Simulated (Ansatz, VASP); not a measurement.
# Si: VASP beside Ansatz

The input INCAR:

```
SYSTEM = Si
  PREC = Accurate
  ENCUT = 520
  EDIFF = 1E-6
  ISMEAR = 0
  SIGMA = 0.05
  LREAL = Auto
  LASPH = .True.
  NELM = 100
  ALGO = Normal
  ISIF = 2
  LWAVE = .False.
  LCHARG = .True.
  LDIPOL = .True.
  IDIPOL = 3
  DIPOL = 0.5 0.5 0.500
  GGA = PS
  LELF = .True.
  LVHAR = .True.
  LVACPOTAV = .True.
  NBANDS = 43
```

Contents of KPOINTS:

```
Automatic mesh
0
Gamma
  9 9 1
  0 0 0
```

The input POSCAR:

```
Si
1.0
    3.8417168278      0.0000000000      0.0000000000
    0.0000000000      3.8417168278      0.0000000000
    0.0000000000      0.0000000000     34.0155281425
Si
15
Direct
    0.0000000000      0.5000000000      0.2204875364
    0.0000000000      0.0000000000      0.2604178884
    0.5000000000      0.0000000000      0.3003482403
    0.5000000000      0.5000000000      0.3402785922
    0.0000000000      0.5000000000      0.3802089442
    0.0000000000      0.0000000000      0.4201392961
    0.5000000000      0.0000000000      0.4600696481
    0.5000000000      0.5000000000      0.5000000000
    0.0000000000      0.5000000000      0.5399303519
    0.0000000000      0.0000000000      0.5798607039
    0.5000000000      0.0000000000      0.6197910558
    0.5000000000      0.5000000000      0.6597214078
    0.0000000000      0.5000000000      0.6996517597
    0.0000000000      0.0000000000      0.7395821116
    0.5000000000      0.0000000000      0.7795124636
```

Input for Ansatz:

```yaml
crystal:
  lattice:
    - [3.8417168278, 0.0, 0.0]
    - [0.0, 3.8417168278, 0.0]
    - [0.0, 0.0, 34.0155281425]
  atoms:
    - { symbol: Si, position: [0.0, 0.5, 0.2204875364] }
    - { symbol: Si, position: [0.0, 0.0, 0.2604178884] }
    - { symbol: Si, position: [0.5, 0.0, 0.3003482403] }
    - { symbol: Si, position: [0.5, 0.5, 0.3402785922] }
    - { symbol: Si, position: [0.0, 0.5, 0.3802089442] }
    - { symbol: Si, position: [0.0, 0.0, 0.4201392961] }
    - { symbol: Si, position: [0.5, 0.0, 0.4600696481] }
    - { symbol: Si, position: [0.5, 0.5, 0.5] }
    - { symbol: Si, position: [0.0, 0.5, 0.5399303519] }
    - { symbol: Si, position: [0.0, 0.0, 0.5798607039] }
    - { symbol: Si, position: [0.5, 0.0, 0.6197910558] }
    - { symbol: Si, position: [0.5, 0.5, 0.6597214078] }
    - { symbol: Si, position: [0.0, 0.5, 0.6996517597] }
    - { symbol: Si, position: [0.0, 0.0, 0.7395821116] }
    - { symbol: Si, position: [0.5, 0.0, 0.7795124636] }
basis:
  ecutwfc: 420
kpoints:
  mp_grid: { grid: [9, 9, 1] }
hamiltonian:
  xc: pbesol
scf:
  occupations: { method: gaussian, width: 0.05 }
output:
  forces: true
  stress: true
  eigenvalues: true
  write_density: true
  write_potential: true
  elf: true
  volumetric_format: npy
efield:
  axis: 3
  dipole_correction: true
  ramp_width: 0.04
```

Alike in both runs: task single point; functional PBEsol; k mesh 9 × 9 × 1; occupations gaussian, width 0.05 eV; no spin polarisation.

```csv
,VASP,Ansatz
version,VASP 6.6.1,Ansatz 0.2.0
potentials or method,"VASP PAW PBE potentials, release 64 (Si), cutoff 520 eV","scalar-relativistic, plane waves, PAW"
valence electrons in the cell,60,60
```

VASP gave:

- gap on the k mesh at the Fermi level (eV): none
- rms of the force components (eV/Å): 0.025
- work function, face that differs most (eV): 5.44

Question: What did Ansatz give for the same quantities?

Answer: gap on the k mesh at the Fermi level (eV): none; rms of the force components (eV/Å): 0.027; work function, face that differs most (eV): 5.44.

VASP's potentials were made for PBE, not for PBEsol. Atom by atom the forces differ by 0.003 eV/Å (rms over components). A gap of «none» marks a metal or a gap that the smearing closes. With one functional, cell and mesh, what is left measures potentials, basis and numerics. Ansatz's warnings: xc potential rough in thin density.
